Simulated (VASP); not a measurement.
**O: single point with PBE+D3(BJ)**

The system is O.

```xyz
2
Lattice="0.0000 1.7007 4.0793 1.6890 0.0000 4.0793 1.6890 1.7007 0.0000" Properties=species:S:1:pos:R:3 pbc="T T T"
O     1.6841    1.6284    0.5874
O     1.6940    1.7730    7.5712
```

This cell differs from its parent crystal: atom 1 moved 0.15 Å.

```json
{"Program": "VASP 6.6.1", "Task": "single point", "Functional": "PBE", "Dispersion": "D3(BJ)", "Potentials or basis": "VASP PAW PBE potentials, release 64 (O)", "Cutoff": "520 eV", "k mesh": "14 × 14 × 14", "Occupations": "gaussian, width 0.15 eV", "Spin": "no spin polarisation", "Dipole correction": "no", "Further INCAR settings": "ALGO = Normal; EDIFF = 1e-06; NBANDS = 13"}
```

| Item | Value |
| --- | --- |
| Pressure | 10.9 GPa |
| Largest force | 4.104 eV/Å |
| Band gap on the k mesh | zero (band 6 reaches 1.71 eV, above the bottom of band 7 at -0.61 eV) |
| Dispersion energy per atom | -0.070 eV |

Forces on the atoms (eV/Å):
```
O    0.034  0.502  4.073
O   -0.034 -0.502 -4.073
```

Stress tensor (GPa, compression positive):
```
 1.02  0.13  0.28
 0.13 -0.42  4.04
 0.28  4.04 32.13
```

Levels at points of the mesh, in eV from the Fermi level:
```csv
k point,band 2,band 3,band 4,band 5,band 6,band 7,band 8,band 9,band 10,band 11
"(0.00, 0.00, 0.00)",-14.79,-8.83,-5.73,-5.72,1.23,1.29,9.14,11.32,11.65,17.33
"(0.50, 0.00, 0.00)",-13.89,-9.75,-7.55,-5.33,-1.79,1.60,10.44,13.59,14.14,17.84
"(0.50, 0.50, 0.50)",-13.90,-9.75,-7.57,-5.33,-1.77,1.61,10.50,13.48,14.15,17.79
"(0.00, 0.00, 0.50)",-13.95,-9.69,-7.43,-5.33,-1.94,1.62,9.60,14.00,14.91,17.97
"(0.00, 0.50, 0.00)",-13.94,-9.70,-7.43,-5.33,-1.94,1.61,9.65,14.01,14.84,17.99
"(0.50, 0.50, 0.00)",-15.14,-8.03,-5.75,-5.74,1.30,1.35,6.43,10.48,13.75,19.15
"(0.50, 0.00, 0.50)",-13.02,-8.76,-8.71,-6.76,-1.12,-0.94,11.06,11.24,16.85,17.91
"(0.00, 0.50, 0.50)",-13.02,-8.77,-8.71,-6.77,-1.14,-0.90,10.99,11.41,17.04,17.36
```

It took 3 min on 1 thread of Intel(R) Xeon(R) 6975P-C (Granite Rapids), on a shared host, peak memory 0.42 GiB.

Caveat: the cell differs from its parent crystal (atom 1 moved 0.15 Å); the standard files for N, O and F lose accuracy on very short bonds; spin is off for a triplet molecule; pairwise dispersion overbinds metals, which lowers pressure and volume; forces of over 1 eV/Å act on the atoms, so gaps and moduli don't describe the material at rest.
